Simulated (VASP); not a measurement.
CuCl, 8 atoms in the cell. The cell holds a slab with vacuum, 8 atoms: a = 3.833 Å, b = 3.833 Å, c = 25.170 Å, α = 90.00°, β = 90.00°, γ = 120.00°. 

```yaml
Program: VASP 6.6.1
Task: single point
Functional: PBE
Potentials_or_basis: VASP PAW PBE potentials, release 64 (Cl, Cu)
Cutoff: 520 eV
k_mesh: 8 × 8 × 1
Occupations: fermi-dirac, width 0.05 eV
Spin: no spin polarisation
Dipole_correction: yes
Further_INCAR_settings: ALGO = Normal; EDIFF = 1e-07; NBANDS = 46
```

Potentials or basis: VASP PAW PBE potentials, release 64 (Cl, Cu).

Run with:

```console
$ cat potpaw_PBE.64/Cl/POTCAR potpaw_PBE.64/Cu/POTCAR > POTCAR
$ mpirun -np 1 vasp_std > vasp.out
```

Hardware: 1 thread of Intel Xeon 6975P-C, on a shared host.

Question: Estimate the wall time of this run.

Answer: Run time: 12 min on 1 thread of Intel Xeon 6975P-C, with other jobs on the host, peak memory 0.49 GiB. Counts: scf iterations 40, k points 10.
